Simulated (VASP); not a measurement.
Here is a VASP 6.6.1 calculation.

The input INCAR:

```
SYSTEM = Se
PREC = Accurate
ENCUT = 520
EDIFF = 1E-6
ISMEAR = -1
SIGMA = 0.1
LREAL = .False.
LASPH = .True.
NELM = 60
ALGO = Normal
ISIF = 2
LWAVE = .False.
LCHARG = .False.
GGA = B5
ALDAX = 1.0
AGGAX = 1.0
AGGAC = 1.0
ALDAC = 0.0
NBANDS = 13
```

KPOINTS

```
regular mesh
0
Gamma
  12 12 6
  0 0 0
```

Contents of POSCAR:

```
Se
1.0
    3.8313862792      0.0000000000      0.0000000000
   -1.9156931396      3.3180778495      0.0000000000
    0.0000000000      0.0000000000      3.8945054369
Se
2
Direct
    0.3333333333      0.6666666667      0.2500000000
    0.6666666667      0.3333333333      0.7500000000
```

Potentials or basis: VASP PAW PBE potentials, release 64 (Se).

The run is started by

```console
$ cat potpaw_PBE.64/Se/POTCAR > POTCAR
$ mpirun -np 1 vasp_std > vasp.out
```

Problem. Estimate the pressure.

Solution. 0.2 GPa.

Problem. Predict the band gap on the k mesh.

Solution. Zero (bands 6 and 7 overlap by 2.00 eV).

Caveat: the PAW data sets were made with another functional, which shifts forces and pressure a little.
